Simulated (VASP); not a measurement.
Runs of VASP 6.6.1 on BN. The structure is that of space group P6_3mc (No. 186), or close to it. The cells are those of the table. 

```tsv
task	cell	cutoff (eV)	smearing	ions in elastic constants	gap on the mesh (eV)	pressure (GPa)	largest force (eV/Å)
single point	a = 2.543, b = 2.543, c = 4.206 Å, angles 90.0, 90.0, 120.0°, 4 atoms	600	gaussian 0.01 eV	-	5.18	5.0	-
single point	a = 2.554, b = 2.554, c = 4.227 Å, angles 90.0, 90.0, 120.0°, 4 atoms	520	gaussian 0.02 eV	-	(b)	0.2	0.01
single point	a = 2.580, b = 2.580, c = 4.266 Å, angles 90.0, 90.0, 120.0°, 4 atoms	520	gaussian 0.02 eV	-	(c)	(a)	-
single point	a = 2.603, b = 2.603, c = 4.435 Å, angles 90.0, 90.0, 120.0°, 4 atoms	520	gaussian 0.02 eV	-	2.11	-20.2	5.17
```

Alike in all rows: level PBE; potentials or basis VASP PAW PBE potentials, release 64 (B, N); no spin polarisation; k mesh 12 × 12 × 6.

Task: Estimate the missing entries.

Result: (a) -10.3; (b) 5.20; (c) 5.27.

Caveats: forces of over 1 eV/Å act on the atoms, so gaps and moduli don't describe the material at rest (some runs).

A k mesh can miss the band edges.
